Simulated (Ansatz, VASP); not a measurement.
**One calculation of BP, two programs**

Contents of INCAR:

```
SYSTEM = BP
AGGAC    = 1.0          
AGGAX    = 1.0          
ALDAC    = 0.0          
ALDAX    = 1.0          
ALGO     = Normal         ! electronic algorithm
EDIFF    = 1E-6           ! SCF threshold, eV
ENCUT    = 520            ! plane-wave cutoff, eV
GGA      = B5             ! functional
ISIF     = 2              ! what is computed and relaxed
ISMEAR   = -1             ! smearing method
IVDW     = 12             ! dispersion correction
LASPH    = .TRUE.         ! aspherical terms in the spheres
LCHARG   = .FALSE.        ! write CHGCAR
LREAL    = .FALSE.        ! projectors in reciprocal space
LWAVE    = .FALSE.        ! write WAVECAR
NBANDS   = 11             ! bands
NELM     = 80             ! most SCF steps
PREC     = Accurate       ! precision mode
SIGMA    = 0.05           ! smearing width, eV
VDW_A1   = 0.4298       
VDW_A2   = 4.2359       
VDW_S6   = 1.0          
VDW_S8   = 2.6996
```

KPOINTS

```
k-points
0
G
  10 10 10
  0 0 0
```

POSCAR

```
BP
1.0
    0.0000000000      2.2988586873      2.2988586873
    2.2988586873      0.0000000000      2.2988586873
    2.2988586873      2.2988586873      0.0000000000
P B
1 1
Direct
    0.7500000000      0.7500000000      0.7500000000
    0.0000000000      0.0000000000      0.0000000000
```

input.yaml

```yaml
crystal:
  lattice:
    - [0.0, 2.2988586873, 2.2988586873]
    - [2.2988586873, 0.0, 2.2988586873]
    - [2.2988586873, 2.2988586873, 0.0]
  atoms:
    - { symbol: P, position: [0.75, 0.75, 0.75] }
    - { symbol: B, position: [0.0, 0.0, 0.0] }
hamiltonian:
  xc: blyp
  pseudopotentials: { kind: paw }
  dispersion: d3bj
kpoints:
  mp_grid: { grid: [10, 10, 10] }
scf:
  occupations: { method: fermi_dirac, width: 0.05 }
output:
  forces: true
  stress: true
  eigenvalues: true
```

Alike in both runs: task single point; functional BLYP; dispersion D3(BJ); k mesh 10 × 10 × 10; occupations fermi-dirac, width 0.05 eV; no spin polarisation.

```csv
,VASP,Ansatz
version,VASP 6.6.1,Ansatz 0.2.0
potentials or method,"VASP PAW PBE potentials, release 64 (P, B)",Ansatz PAW
plane-wave cutoff (eV),520,420
valence electrons in the cell,8,8
```

```tsv
	VASP	Ansatz	Ansatz less VASP
gap on the k mesh at the Fermi level (eV)	1.58	1.56	-0.023
least direct gap on the mesh (eV)	3.52	3.49	-0.028
pressure (GPa)	-9.2	-9.0	+0.14
```

VASP's potentials were made for PBE, not for BLYP.
